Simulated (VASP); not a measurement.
# SnO2 (R-3m) in VASP: notebook

The runs below take SnO2 through single point, with PBE.

Program: VASP 6.6.1. These are calculated values, not measurements. Logs are shortened: lines on timing, memory, paths and dates and some standing lists are left out, and cuts for length are marked.

## (1) The cell of the first run

It takes space group R-3m (No. 166, trigonal). The conventional cell has a = 3.145 Å, b = 3.145 Å, c = 14.350 Å, α = 90.00°, β = 90.00°, γ = 120.00°. Sn (site symmetry -3m) has 6 O at 2.10 Å within 2.8 Å. Within 2.8 Å of O (site symmetry 3m) lie 3 Sn at 2.10 Å and 3 O at 2.79 Å.

## (2) Single point, PBE (atoms shifted along a free coordinate)

Input file INCAR:

```
  PREC = Accurate
  ENCUT = 520
  EDIFF = 1E-7
  ISMEAR = 0
  SIGMA = 0.05
  LREAL = False
  LASPH = True
  NELM = 80
  ALGO = Normal
  ISIF = 2
  LWAVE = False
  LCHARG = False
  GGA = PE
  NBANDS = 20
```

Input file KPOINTS:

```
Automatic mesh
0
Gamma
  12 12 12
```

Input file POSCAR:

```
SnO2
1.0
    1.5724397632      0.9078485206      4.7834132923
   -1.5724397632      0.9078485206      4.7834132923
    0.0000000000     -1.8156970411      4.7834132923
Sn O
1 2
Direct
    0.5000000000      0.5000000000      0.5000000000
    0.2406435246      0.2406435246      0.2406435246
    0.7593564754      0.7593564754      0.7593564754
```

Potentials or basis: VASP PAW PBE potentials, release 64 (Sn_d, O).

The run is started by

```sh
$ cat potpaw_PBE.64/Sn_d/POTCAR potpaw_PBE.64/O/POTCAR > POTCAR
$ mpirun -np 1 vasp_std > vasp.out
```

OUTCAR:

```text
PREC = Accurate
   ENCUT = 520
   EDIFF = 1E-7
   ISMEAR = 0
   LREAL = False
   LASPH = True
   NELM = 80
   ISIF = 2
   GGA = PE

 ion  position               nearest neighbor table
   1  0.500  0.500  0.500-   2 2.10   3 2.10   2 2.10   2 2.10   3 2.10   3 2.10
   2  0.241  0.241  0.241-   1 2.10   1 2.10   1 2.10
   3  0.759  0.759  0.759-   1 2.10   1 2.10   1 2.10

  LATTYP: Found a trigonal (rhomboedric) cell.
 ALAT       =     5.1164243833
 COS(alpha) =     0.8110943660

  Lattice vectors:

 A1 = (   1.5724397632,   0.9078485206,   4.7834132923)
 A2 = (  -1.5724397632,   0.9078485206,   4.7834132923)
 A3 = (   0.0000000000,  -1.8156970411,   4.7834132923)

Analysis of symmetry for initial positions (statically):
=====================================================================
 Subroutine PRICEL returns:
 Original cell was already a primitive cell.

 Routine SETGRP: Setting up the symmetry group for a
 trigonal (rhombohedral) supercell.

 Subroutine GETGRP returns: Found 12 space group operations
 (whereof 12 operations were pure point group operations)
 out of a pool of 12 trial point group operations.

The static configuration has the point symmetry D_3d.

Analysis of symmetry for dynamics (positions and initial velocities):
=====================================================================
 Subroutine PRICEL returns:
 Original cell was already a primitive cell.

 Routine SETGRP: Setting up the symmetry group for a
 trigonal (rhombohedral) supercell.

 Subroutine GETGRP returns: Found 12 space group operations
 (whereof 12 operations were pure point group operations)
 out of a pool of 12 trial point group operations.

The dynamic configuration has the point symmetry D_3d.

 Subroutine INISYM returns: Found 12 space group operations
 (whereof 12 operations are pure point group operations),
 and found     1 'primitive' translations

----------------------------------------------------------------------------------------

                                     Primitive cell

  volume of cell :      40.9710

  direct lattice vectors                    reciprocal lattice vectors
     1.572439763  0.907848521  4.783413292     0.317977204  0.183584225  0.069685246
    -1.572439763  0.907848521  4.783413292    -0.317977204  0.183584225  0.069685246
     0.000000000 -1.815697041  4.783413292     0.000000000 -0.367168449  0.069685246

  length of vectors
     5.116424383  5.116424383  5.116424383     0.373722763  0.373722763  0.373722763

  position of ions in fractional coordinates (direct lattice)
     0.500000000  0.500000000  0.500000000
     0.240643525  0.240643525  0.240643525
     0.759356475  0.759356475  0.759356475

  ion indices of the primitive-cell ions
   primitive index   ion index
                 1           1
                 2           2
                 3           3

----------------------------------------------------------------------------------------

 KPOINTS: Automatic mesh

Automatic generation of k-mesh.
 Grid dimensions read from file:
 generate k-points for:   12   12   12

 Generating k-lattice:

  Cartesian coordinates                     Fractional coordinates (reciprocal lattice)
     0.026498100  0.015298685  0.005807104     0.083333333  0.000000000 -0.000000000
    -0.026498100  0.015298685  0.005807104     0.000000000  0.083333333 -0.000000000
     0.000000000 -0.030597371  0.005807104     0.000000000  0.000000000  0.083333333

  Length of vectors
     0.031143564  0.031143564  0.031143564

  Shift w.r.t. Gamma in fractional coordinates (k-lattice)
     0.000000000  0.000000000  0.000000000

 Subroutine IBZKPT returns following result:
 ===========================================

 Found    189 irreducible k-points:

 Following reciprocal coordinates:
            Coordinates               Weight
  0.000000  0.000000  0.000000      1.000000
  0.083333 -0.000000  0.000000      6.000000
  0.166667 -0.000000  0.000000      6.000000
  0.250000  0.000000  0.000000      6.000000
  0.333333 -0.000000 -0.000000      6.000000
  0.416667 -0.000000  0.000000      6.000000
[... 16 lines left out ...]
  0.500000  0.166667  0.000000     12.000000
 -0.416667  0.166667  0.000000     12.000000
 [... further k-points ...]
   k-points           NKPTS =    189   k-points in BZ     NKDIM =    189   number of bands    NBANDS=     20
   number of dos      NEDOS =    301   number of ions     NIONS =      3
   total plane-waves  NPLWV =  64000
   dimension x,y,z NGX =    40 NGY =   40 NGZ =   40
   dimension x,y,z NGXF=    80 NGYF=   80 NGZF=   80
   ions per type =               1   2
   NGX,Y,Z   is equivalent  to a cutoff of  13.00, 13.00, 13.00 a.u.
   NGXF,Y,Z  is equivalent  to a cutoff of  25.99, 25.99, 25.99 a.u.
 SYSTEM =  unknown system
   PREC   = accura    normal or accurate (medium, high low for compatibility)
   ISTART =      0    job   : 0-new  1-cont  2-samecut
   ICHARG =      2    charge: 1-file 2-atom 10-const
   ISPIN  =      1    spin polarized calculation?
   LNONCOLLINEAR =      F non collinear calculations
   LSORBIT =      F    spin-orbit coupling
   LASPH  =      T    aspherical Exc in radial PAW
   ENCUT  =  520.0 eV  38.22 Ry    6.18 a.u.   9.51  9.51  9.51*2*pi/ulx,y,z
   NELM   =     80;   NELMIN=  2; NELMDL= -5     # of ELM steps
   EDIFF  = 0.1E-06   stopping-criterion for ELM
   LREAL  =      F    real-space projection
   EDIFFG = 0.1E-05   stopping-criterion for IOM
   NSW    =      0    number of steps for IOM
   IBRION =     -1    ionic relax: 0-MD 1-quasi-New 2-CG
   NFREE  =      0    steps in history (QN), initial steepest desc. (CG)
   ISIF   =      2    stress and relaxation
   ISYM   =      2    0-nonsym 1-usesym 2-fastsym
   POTIM  = 0.5000    time-step for ionic-motion
   TEBEG  =    0.0;   TEEND  =   0.0 temperature during run
   PSTRESS=    0.0 pullay stress
   NELECT =      26.0000    total number of electrons
   NUPDOWN=      -1.0000    fix difference up-down
   EMIN   =  10.00;   EMAX   =-10.00  energy-range for DOS
   EFERMI =   0.00;   METHOD = LEGACY
   ISMEAR =     0;   SIGMA  =   0.05  broadening in eV -4-tet -1-fermi 0-gaus
   EFERMI_NEDOS =   21; number of points for ismear=-14 and -15
   IALGO  =     38    algorithm
   IMIX   =      4    mixing-type and parameters
     AMIX     =   0.40;   BMIX     =  1.00
     AMIX_MAG =   1.60;   BMIX_MAG =  1.00
  volume/ion in A,a.u.               =      13.66        92.16
  Fermi-wavevector in a.u.,A,eV,Ry     =   1.406826  2.658516 26.928103  1.979160
  Thomas-Fermi vector in A             =   2.529147
   LORBIT       =      0    0 simple, 1 ext, 2 COOP (PROOUT), +10 PAW based schemes
   GGA     = PE    functional components
   LHFCALC =     F    Hartree Fock is set to
   AEXX    =    0.0000 exact exchange contribution
   IVDW    =     0    specifies the selected vdW correction
   LEPSILON=     F    determine dielectric tensor
   LRPA    =     F    only Hartree local field effects (RPA)
 non-spin polarized calculation
 Gauss-broadening in eV      SIGMA  =   0.05
  energy-cutoff  :      520.00
  volume of cell :       40.97
 maximum number of plane-waves:      1122
 NGX is ok and might be reduce to    40
   NGX = 19   NGY = 19   NGZ = 19

 number of electron      26.0000004 magnetization

 Free energy of the ion-electron system (eV)
  ---------------------------------------------------
  ext. energy  EPLUGINS =         0.00000000
  ---------------------------------------------------
  free energy    TOTEN  =       -18.10873108 eV

  energy without entropy =      -18.10873108  energy(sigma->0) =      -18.10873108

 E-fermi :   4.1582     XC(G=0): -10.3253

 val. band max:        3.8333767964   @ k =   0.5000   0.5000   0.0000
 cond. band min:       6.1416974866   @ k =   0.0000   0.0000   0.0000
 fundamental gap:      2.3083206902
 Fermi energy:         4.1582112620

 k-point     1 :       0.0000    0.0000    0.0000
  band No.  band energies     occupation
      1     -16.1142      2.00000
      2     -15.9200      2.00000
      3     -15.9200      2.00000
      4     -15.6764      2.00000
      5     -15.6764      2.00000
      6     -14.3116      2.00000
[... 12 lines left out ...]
     19      21.2889      0.00000
     20      21.4792      0.00000

 k-point     2 :       0.0833   -0.0000    0.0000
  band No.  band energies     occupation
      1     -16.0845      2.00000
      2     -15.9774      2.00000
      3     -15.9008      2.00000
      4     -15.7029      2.00000
      5     -15.6785      2.00000
      6     -14.2600      2.00000
[... 12 lines left out ...]
     19      19.7079      0.00000
     20      21.5282      0.00000

 k-point     3 :       0.1667   -0.0000    0.0000
  band No.  band energies     occupation
      1     -16.1858      2.00000
      2     -15.9660      2.00000
      3     -15.8509      2.00000
      4     -15.7443      2.00000
      5     -15.6809      2.00000
      6     -14.0959      2.00000
[... 12 lines left out ...]
     19      18.3419      0.00000
     20      21.7296      0.00000

 k-point     4 :       0.2500    0.0000    0.0000
  band No.  band energies     occupation
      1     -16.4170      2.00000
      2     -15.8713      2.00000
      3     -15.7986      2.00000
      4     -15.7615      2.00000
      5     -15.6669      2.00000
      6     -13.8164      2.00000
[... 12 lines left out ...]
     19      17.3615      0.00000
     20      21.3636      0.00000

 k-point     5 :       0.3333   -0.0000   -0.0000
  band No.  band energies     occupation
      1     -16.6263      2.00000
      2     -15.8553      2.00000
      3     -15.7788      2.00000
      4     -15.7061      2.00000
      5     -15.6188      2.00000
      6     -13.4625      2.00000
[... 12 lines left out ...]
     19      16.8593      0.00000
     20      19.7890      0.00000

 k-point     6 :       0.4167   -0.0000    0.0000
  band No.  band energies     occupation
      1     -16.7664      2.00000
      2     -15.8710      2.00000
      3     -15.7791      2.00000
      4     -15.6455      2.00000
      5     -15.5676      2.00000
      6     -13.1410      2.00000
[... 12 lines left out ...]
     19      16.9457      0.00000
     20      18.6201      0.00000

 k-point     7 :       0.5000    0.0000    0.0000
  band No.  band energies     occupation
      1     -16.8152      2.00000
      2     -15.8779      2.00000
      3     -15.7808      2.00000
      4     -15.6236      2.00000
      5     -15.5470      2.00000
      6     -13.0056      2.00000
[... 12 lines left out ...]
     19      17.1828      0.00000
     20      18.0725      0.00000
[... 277 lines left out ...]
 k-point    20 :       0.2500    0.1667    0.0000
  band No.  band energies     occupation
      1     -16.2973      2.00000
      2     -15.9716      2.00000
      3     -15.7883      2.00000
      4     -15.7612      2.00000
      5     -15.6766      2.00000
      6     -13.9065      2.00000
[... 12 lines left out ...]
     19      17.8010      0.00000
     20      21.1730      0.00000

 k-point    21 :       0.3333    0.1667    0.0000
  band No.  band energies     occupation
      1     -16.4296      2.00000
      2     -15.9957      2.00000
      3     -15.7833      2.00000
      4     -15.7498      2.00000
      5     -15.6377      2.00000
      6     -13.5705      2.00000
[... 12 lines left out ...]
     19      17.8631      0.00000
     20      20.0742      0.00000

 k-point    22 :       0.4167    0.1667    0.0000
  band No.  band energies     occupation
      1     -16.5623      2.00000
      2     -16.0041      2.00000
      3     -15.8020      2.00000
      4     -15.7284      2.00000
      5     -15.6002      2.00000
      6     -13.1374      2.00000
[... 12 lines left out ...]
     19      18.0904      0.00000
     20      18.9592      0.00000

 k-point    23 :       0.5000    0.1667    0.0000
  band No.  band energies     occupation
      1     -16.6580      2.00000
      2     -16.0082      2.00000
      3     -15.8211      2.00000
      4     -15.6816      2.00000
      5     -15.5983      2.00000
      6     -12.7361      2.00000
[... 12 lines left out ...]
     19      18.0004      0.00000
     20      18.5103      0.00000

 k-point    24 :      -0.4167    0.1667    0.0000
  band No.  band energies     occupation
      1     -16.6919      2.00000
      2     -16.0101      2.00000
      3     -15.8289      2.00000
      4     -15.6331      2.00000
      5     -15.6277      2.00000
      6     -12.5688      2.00000
[... 12 lines left out ...]
     19      17.3695      0.00000
     20      18.7897      0.00000

 [... further k-points ...]

------------------------ aborting loop because EDIFF is reached ----------------------------------------

  FORCE on cell =-STRESS in cart. coord.  units (eV):
  Direction    XX          YY          ZZ          XY          YZ          ZX
  --------------------------------------------------------------------------------------
  -------------------------------------------------------------------------------------
  Total        2.6447891      2.6447891     -0.1649654      0.0000000     -0.0000000      0.0000000
  in kB      103.4248882    103.4248882     -6.4509990      0.0000000     -0.0000000      0.0000000
  external PRESSURE =      66.7995925 kB  Pullay stress =       0.0000000 kB

 VOLUME and BASIS-vectors are now :
 -----------------------------------------------------------------------------
  energy-cutoff  :      520.00
  volume of cell :       40.97
      direct lattice vectors                 reciprocal lattice vectors
     1.572439763  0.907848521  4.783413292     0.317977204  0.183584225  0.069685246
    -1.572439763  0.907848521  4.783413292    -0.317977204  0.183584225  0.069685246
     0.000000000 -1.815697041  4.783413292     0.000000000 -0.367168449  0.069685246

 POSITION                                       TOTAL-FORCE (eV/Angst)
 -----------------------------------------------------------------------------------
      0.00000      0.00000      7.17512         0.000000     -0.000000      0.000000
      0.00000      0.00000      3.45329        -0.000000     -0.000000     -0.195323
      0.00000      0.00000     10.89695        -0.000000      0.000000      0.195323
 -----------------------------------------------------------------------------------
    total drift:                                0.000000      0.000000      0.000000

  FREE ENERGIE OF THE ION-ELECTRON SYSTEM (eV)
  ---------------------------------------------------
  free  energy   TOTEN  =       -18.1087310832 eV

  energy  without entropy=      -18.1087310832  energy(sigma->0) =      -18.10873108
```

Wall time 2.4 min (1 thread of Intel Xeon 6975P-C (Granite Rapids), shared host); peak memory 0.33 GiB.

What came out:

```
Free energy            : -18.1087 eV
Pressure               : 6.7 GPa
Largest force          : 0.195 eV/Å
Band gap on the k mesh : 2.31 eV (least direct gap 2.41 eV)
```

Forces in eV/Å, atoms in the order of the input:
```
Sn   0.000  0.000  0.000
O    0.000  0.000 -0.195
O    0.000  0.000  0.195
```

Stress tensor (GPa, compression positive):
```
10.34  0.00  0.00
 0.00 10.34  0.00
 0.00  0.00 -0.65
```

Caveat: the cell differs from its parent crystal (atoms shifted along a free coordinate); the stress differs along the axes, from -1 to 10 GPa; spin-orbit coupling is left out, which moves the levels of the heavy elements. A k mesh can miss the band edges.

## (3) Single point, PBE (atoms shifted along a free coordinate)

Input file INCAR:

```
SYSTEM = SnO2
PREC     = Accurate       ! precision mode
ENCUT    = 520            ! plane-wave cutoff, eV
EDIFF    = 1E-6           ! SCF threshold, eV
ISMEAR   = 0              ! smearing method
SIGMA    = 0.05           ! smearing width, eV
LREAL    = .FALSE.        ! projectors in reciprocal space
LASPH    = .TRUE.         ! aspherical terms in the spheres
NELM     = 60             ! most SCF steps
ALGO     = Normal         ! electronic algorithm
ISIF     = 2              ! what is computed and relaxed
LWAVE    = .FALSE.        ! write WAVECAR
LCHARG   = .FALSE.        ! write CHGCAR
GGA      = PE             ! functional
NBANDS   = 20             ! bands
```

Input file KPOINTS:

```
Automatic mesh
0
G
  12 12 12
  0 0 0
```

Input file POSCAR:

```
SnO2
1.0
    1.5724397632      0.9078485206      4.7834132923
   -1.5724397632      0.9078485206      4.7834132923
    0.0000000000     -1.8156970411      4.7834132923
Sn O
1 2
Direct
    0.5000000000      0.5000000000      0.5000000000
    0.2176001231      0.2176001231      0.2176001231
    0.7823998769      0.7823998769      0.7823998769
```

Potentials or basis: VASP PAW PBE potentials, release 64 (Sn_d, O).

The run is started by

```sh
$ cat potpaw_PBE.64/Sn_d/POTCAR potpaw_PBE.64/O/POTCAR > POTCAR
$ mpirun -np 1 vasp_std > vasp.out
```

Run time: 1.9 min. Hardware: 1 thread of Intel Xeon 6975P-C (Granite Rapids), shared host; peak memory 0.33 GiB.

It converged, with:

| Property | Result |
| --- | --- |
| Free energy | -16.4112 eV |
| Pressure | 48.4 GPa |
| Largest force | 5.607 eV/Å |
| Band gap on the k mesh | 3.00 eV (least direct gap 4.32 eV) |

Forces on the atoms (eV/Å):
```
Sn   0.000  0.000  0.000
O    0.000  0.000  5.607
O    0.000  0.000 -5.607
```

Stress tensor (GPa, compression positive):
```
56.93  0.00  0.00
 0.00 56.93  0.00
 0.00  0.00 31.45
```

Levels at points of the mesh, in eV from the valence-band top:
```tsv
k point	band 9	band 10	band 11	band 12	band 13	band 14	band 15	band 16	band 17	band 18
(0.00, 0.00, 0.00)	-1.92	-1.92	-1.46	-1.42	-1.42	3.00	7.23	10.48	12.28	12.28
(0.50, 0.00, 0.00)	-4.79	-4.73	-1.05	-0.68	-0.17	7.41	8.43	9.60	11.63	14.51
(0.50, 0.50, 0.00)	-4.93	-4.75	-0.86	-0.39	-0.12	7.29	7.45	10.10	11.92	15.60
(0.50, 0.50, 0.50)	-2.19	-1.94	-1.94	-1.41	-1.41	4.20	6.53	10.51	12.44	12.44
```

Caveat: the cell differs from its parent crystal (atoms shifted along a free coordinate); the stress differs along the axes, from 31 to 57 GPa; spin-orbit coupling is left out, which moves the levels of the heavy elements; forces of over 1 eV/Å act on the atoms, so gaps and moduli don't describe the material at rest. A k mesh can miss the band edges.

(Continued in part 2 of 2.)
